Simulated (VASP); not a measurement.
## Al2Pt: relaxation of cell and atoms with PBE+D4

Crystal: Al2Pt.

```
CELL_PARAMETERS angstrom
0.00000 2.95500 2.95500
2.95500 0.00000 2.95500
2.95500 2.95500 0.00000
ATOMIC_POSITIONS crystal
Pt 0.00000 0.00000 0.00000
Al 0.75000 0.75000 0.75000
Al 0.25000 0.25000 0.25000
```

```
Program                : VASP 6.6.1
Task                   : relaxation of cell and atoms
Functional             : PBE
Dispersion             : D4
Potentials or basis    : VASP PAW PBE potentials, release 64 (Pt, Al)
Cutoff                 : 600 eV
k mesh                 : 8 × 8 × 8
Occupations            : fermi-dirac, width 0.05 eV
Spin                   : no spin polarisation
Dipole correction      : no
Further INCAR settings : ALGO = Normal; EDIFF = 1e-07; IBRION = 2; EDIFFG = -0.01; NSW = 60; ISIF = 3
```

The relaxed volume is 17.00 Å³/atom, the relaxed cell is a = 4.163 Å, b = 4.163 Å, c = 4.163 Å, α = 60.00°, β = 60.00°, γ = 60.00° and the space group after relaxing (to 0.05 Å) is Fm-3m (No. 225). The energy gained by relaxing is 1.0 meV/atom, the ionic steps are 3 and the pressure after relaxing is 0.0 GPa. The band gap on the k mesh is zero (band 8 reaches 11.87 eV, above the bottom of band 9 at 6.41 eV) and the dispersion energy per atom is -0.439 eV.

Step by step:
```csv
step,energy change (eV),largest force (eV/Å),pressure (GPa),volume (Å³)
1,0.0000,0.0000,-1.59,51.61
2,0.0009,0.0000,1.92,50.34
3,-0.0030,0.0000,0.00,51.00
```

Final structure:
```yaml
crystal:
  lattice:
    - [0.00000, 2.94345, 2.94345]
    - [2.94345, 0.00000, 2.94345]
    - [2.94345, 2.94345, 0.00000]
  atoms:
    - { symbol: Pt, position: [0.00000, 0.00000, 0.00000] }
    - { symbol: Al, position: [0.75000, 0.75000, 0.75000] }
    - { symbol: Al, position: [0.25000, 0.25000, 0.25000] }
```

Levels at points of the mesh, in eV from the Fermi level:
```csv
k point,band 5,band 6,band 7,band 8,band 9,band 10,band 11,band 12
"(0.00, 0.00, 0.00)",-3.72,-3.72,3.07,3.86,3.86,3.86,5.51,5.51
"(0.50, 0.00, 0.00)",-3.71,-3.49,-3.49,1.04,1.04,3.82,5.23,5.23
"(0.50, 0.50, 0.00)",-3.80,-3.42,-3.21,-1.60,-1.60,3.25,3.43,8.10
```

Run time: 33 s on 1 thread of Intel(R) Xeon(R) 6975P-C (Granite Rapids), on a shared host, peak memory 0.22 GiB.

Caveat: spin-orbit coupling is left out, which moves the levels of the heavy elements; pairwise dispersion overbinds metals, which lowers pressure and volume.
